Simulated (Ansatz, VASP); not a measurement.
Two plane-wave programs on Si

```
Si
1.0
     0.00000    2.71535    2.63389
     2.71535    0.00000    2.63389
     2.71535    2.71535    0.00000
Si
2
Direct
  0.00000 0.00000 0.00000
  0.25000 0.25000 0.25000
```

Change from the starting cell: z stretched by -3 %, ions relaxed.

Alike in both runs: functional PBE; k mesh 14 × 14 × 14; occupations fermi-dirac, width 0.02 eV; no spin polarisation.

Ansatz relaxed the structure, and its values are those at the end. VASP's run is a single point on that final structure, the one shown.

|  | VASP | Ansatz |
| --- | --- | --- |
| version | VASP 6.6.1 | Ansatz 0.2.0 |
| potentials or method | VASP PAW PBE potentials, release 64 (Si) | plane-wave PAW, scalar-relativistic |
| plane-wave cutoff (eV) | 500 | 420 |
| valence electrons in the cell | 8 | 8 |

|  | VASP | Ansatz | Ansatz less VASP |
| --- | --- | --- | --- |
| pressure (GPa) | 5.1 | 5.1 | +0.08 |

Ansatz's warnings: stress scf threshold loose.
